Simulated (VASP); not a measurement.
A run of VASP 6.6.1:

The input INCAR:

```
SYSTEM = AsSe3
ALGO = Normal ; EDIFF = 1E-6
EDIFFG = -0.04 ; ENCUT = 600
GGA = PE ; IBRION = 2
ISIF = 3 ; ISMEAR = 0
LASPH = .TRUE. ; LCHARG = .FALSE.
LREAL = .FALSE. ; LWAVE = .FALSE.
NELM = 80 ; NSW = 90
PREC = Accurate ; SIGMA = 0.1
```

File KPOINTS:

```
k-points
0
G
  3 3 6
  0 0 0
```

POSCAR

```
AsSe3
1.0
    7.6831714157      0.0000000000      0.0000000000
   -3.8415857079      6.6538216276      0.0000000000
    0.0000000000      0.0000000000      3.6102324795
As Se
2 6
Direct
    0.3333333333      0.6666666667      0.7500000000
    0.6666666667      0.3333333333      0.2500000000
    0.1811121539      0.3622243077      0.2500000000
    0.6377756923      0.8188878461      0.2500000000
    0.1811121539      0.8188878461      0.2500000000
    0.8188878461      0.6377756923      0.7500000000
    0.3622243077      0.1811121539      0.7500000000
    0.8188878461      0.1811121539      0.7500000000
```

Potentials or basis: VASP PAW PBE potentials, release 64 (As, Se).

Run with:

```sh
$ cat potpaw_PBE.64/As/POTCAR potpaw_PBE.64/Se/POTCAR > POTCAR
$ mpirun -np 1 vasp_std > vasp.out
```

Hardware: 1 thread of Intel(R) Xeon(R) 6975P-C (Granite Rapids), with other jobs on the host.

Task: Estimate the wall time of this run.

Result: It took 7.2 min on 1 thread of Intel(R) Xeon(R) 6975P-C (Granite Rapids), with other jobs on the host, peak memory 0.39 GiB. Counts: scf iterations 55, k points 12, ion steps 7.
